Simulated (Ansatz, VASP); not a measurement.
**HPt6 in VASP and in Ansatz**

Contents of INCAR:

```
ALGO     = Normal         # electronic algorithm
DIPOL    = 0.5 0.5 0.298
EDIFF    = 1E-7           # SCF threshold, eV
ENCUT    = 520            # plane-wave cutoff, eV
GGA      = PE             # functional
IDIPOL   = 3            
ISIF     = 2              # what is computed and relaxed
ISMEAR   = 0              # smearing method
LASPH    = True           # aspherical terms in the spheres
LCHARG   = False          # write CHGCAR
LDIPOL   = True         
LREAL    = False          # projectors in reciprocal space
LWAVE    = False          # write WAVECAR
NBANDS   = 74             # bands
NELM     = 100            # most SCF steps
PREC     = Accurate       # precision mode
SIGMA    = 0.1            # smearing width, eV
```

Contents of KPOINTS:

```
k-points
0
Gamma
  6 6 1
```

The input POSCAR:

```
HPt6
1.0
    5.6145835605      0.0000000000      0.0000000000
   -2.8072917802      4.8623719950      0.0000000000
    0.0000000000      0.0000000000     22.6197373747
Pt H
12 2
Direct
    0.3333333333      0.1666666667      0.1768367127
    0.3333333333      0.6666666667      0.1768367127
    0.8333333333      0.1666666667      0.1768367127
    0.8333333333      0.6666666667      0.1768367127
    0.1666666667      0.3333333333      0.2789580515
    0.1666666667      0.8333333333      0.2789580515
    0.6666666667      0.3333333333      0.2789580515
    0.6666666667      0.8333333333      0.2789580515
    0.0000000000      0.0000000000      0.3810715055
    0.0000000000      0.5000000000      0.3810715055
    0.5000000000      0.0000000000      0.3810715055
    0.5000000000      0.5000000000      0.3810715055
    0.2027493988      0.4054987976      0.4151125727
    0.2972506012      0.5945012024      0.4151125727
```

Input for Ansatz:

```yaml
crystal:
  lattice:
    - [5.6145835605, 0.0, 0.0]
    - [-2.8072917802, 4.862371995, 0.0]
    - [0.0, 0.0, 22.6197373747]
  atoms:
    - { symbol: Pt, position: [0.3333333333, 0.1666666667, 0.1768367127] }
    - { symbol: Pt, position: [0.3333333333, 0.6666666667, 0.1768367127] }
    - { symbol: Pt, position: [0.8333333333, 0.1666666667, 0.1768367127] }
    - { symbol: Pt, position: [0.8333333333, 0.6666666667, 0.1768367127] }
    - { symbol: Pt, position: [0.1666666667, 0.3333333333, 0.2789580515] }
    - { symbol: Pt, position: [0.1666666667, 0.8333333333, 0.2789580515] }
    - { symbol: Pt, position: [0.6666666667, 0.3333333333, 0.2789580515] }
    - { symbol: Pt, position: [0.6666666667, 0.8333333333, 0.2789580515] }
    - { symbol: Pt, position: [0.0, 0.0, 0.3810715055] }
    - { symbol: Pt, position: [0.0, 0.5, 0.3810715055] }
    - { symbol: Pt, position: [0.5, 0.0, 0.3810715055] }
    - { symbol: Pt, position: [0.5, 0.5, 0.3810715055] }
    - { symbol: H, position: [0.2027493988, 0.4054987976, 0.4151125727] }
    - { symbol: H, position: [0.2972506012, 0.5945012024, 0.4151125727] }
basis:
  ecutwfc: 420
kpoints:
  mp_grid: { grid: [6, 6, 1] }
hamiltonian:
  xc: pbe
scf:
  occupations: { method: gaussian, width: 0.1 }
output:
  forces: true
  eigenvalues: true
efield:
  axis: 3
  dipole_correction: true
  ramp_width: 0.04
```

Alike in both runs: task single point; functional PBE; k mesh 6 × 6 × 1; occupations gaussian, width 0.1 eV; no spin polarisation.

|  | VASP | Ansatz |
| --- | --- | --- |
| version | VASP 6.6.1 | Ansatz 0.2.0 |
| potentials or method | VASP PAW PBE potentials, release 64 (Pt, H), cutoff 520 eV | scalar-relativistic, plane waves, PAW |
| valence electrons in the cell | 122 | 218 |

VASP gave:

| Property | Result |
| --- | --- |
| gap on the k mesh at the Fermi level (eV) | none |
| rms of the force components (eV/Å) | 1.076 |

**Question.** Which values does Ansatz return?

**Answer.** gap on the k mesh at the Fermi level (eV): none; rms of the force components (eV/Å): 1.054.

Atom by atom the forces differ by 0.027 eV/Å (rms over components). A gap of «none» marks a metal or a gap that the smearing closes. VASP's potentials hold 122 valence electrons a cell and Ansatz's 218, so a difference there can come from the potentials and not from the codes.

Spin-orbit coupling is off throughout.
